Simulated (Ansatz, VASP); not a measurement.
Two plane-wave programs on BP

```
P B
1.0
     0.00000    2.22268    2.22268
     2.22268    0.00000    2.22268
     2.22268    2.22268    0.00000
P B
1 1
Direct
  0.75000 0.75000 0.75000
  0.00000 0.00000 0.00000
```

Alike in both runs: task single point; functional PBE0; k mesh 5 × 5 × 5; occupations fermi-dirac, width 0.05 eV; no spin polarisation.

```csv
,VASP,Ansatz
version,VASP 6.6.1,Ansatz 0.2.0
potentials or method,"VASP PAW PBE potentials, release 64 (P, B)",Ansatz PAW
plane-wave cutoff (eV),520,420
valence electrons in the cell,8,8
```

Ansatz gave:

```
gap on the k mesh at the Fermi level (eV) : 2.61
least direct gap on the mesh (eV)         : 5.15
pressure (GPa)                            : 10.4
```

Task: What did VASP give for the same quantities?

Result: gap on the k mesh at the Fermi level (eV): 2.64; least direct gap on the mesh (eV): 5.19; pressure (GPa): 9.7.

The k mesh is coarse, so the values compare programs but aren't converged. Noted on Ansatz's run: odd divisions of the mesh miss points on the zone boundary, where band edges often lie, so the gap on the mesh can be too wide.
